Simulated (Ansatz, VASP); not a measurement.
**AgB in VASP and in Ansatz**

Contents of INCAR:

```
SYSTEM = AgB
PREC = Accurate ; ENCUT = 520
EDIFF = 1E-6 ; ISMEAR = 0
SIGMA = 0.1 ; LREAL = .FALSE.
LASPH = .TRUE. ; NELM = 60
ALGO = Normal ; ISIF = 2
LWAVE = .FALSE. ; LCHARG = .FALSE.
GGA = PE ; NBANDS = 14
```

The input KPOINTS:

```
Automatic mesh
0
G
  8 8 4
  0 0 0
```

POSCAR

```
AgB
1.0
    2.4379951800      0.0000000000      0.0000000000
    0.0000000000      2.4379951800      0.0000000000
    0.0000000000      0.0000000000      4.6070492000
Ag B
1 1
Direct
    0.5000000000      0.5000000000      0.3987671800
    0.5000000000      0.5000000000      0.9482483200
```

Input for Ansatz:

```yaml
crystal:
  lattice:
    - [2.43799518, 0.0, 0.0]
    - [0.0, 2.43799518, 0.0]
    - [0.0, 0.0, 4.6070492]
  atoms:
    - { symbol: Ag, position: [0.5, 0.5, 0.39876718] }
    - { symbol: B, position: [0.5, 0.5, 0.94824832] }
basis:
  ecutwfc: 420
kpoints:
  mp_grid: { grid: [8, 8, 4] }
hamiltonian:
  xc: pbe
scf:
  occupations: { method: gaussian, width: 0.1 }
  lower_state_search: "off"
output:
  forces: true
  stress: true
  eigenvalues: true
```

Alike in both runs: task single point; functional PBE; k mesh 8 × 8 × 4; occupations gaussian, width 0.1 eV; no spin polarisation.

|  | VASP | Ansatz |
| --- | --- | --- |
| version | VASP 6.6.1 | Ansatz 0.2.0 |
| potentials or method | VASP PAW PBE potentials, release 64 (Ag, B), cutoff 520 eV | scalar-relativistic, plane waves, PAW |
| valence electrons in the cell | 14 | 22 |

```csv
,VASP,Ansatz,Ansatz less VASP
gap on the k mesh at the Fermi level (eV),none,none,-
pressure (GPa),15.0,15.4,+0.36
"traceless stress, the component that is largest in VASP (GPa)",-15.78,-16.22,-0.447
rms of the force components (eV/Å),0.795,0.788,-0.0061
```

Atom by atom the forces differ by 0.006 eV/Å (rms over components). A gap of «none» marks a metal or a gap that the smearing closes. With one functional, cell and mesh, what is left measures potentials, basis and numerics. VASP's potentials hold 14 valence electrons a cell and Ansatz's 22, so a difference there can come from the potentials and not from the codes.
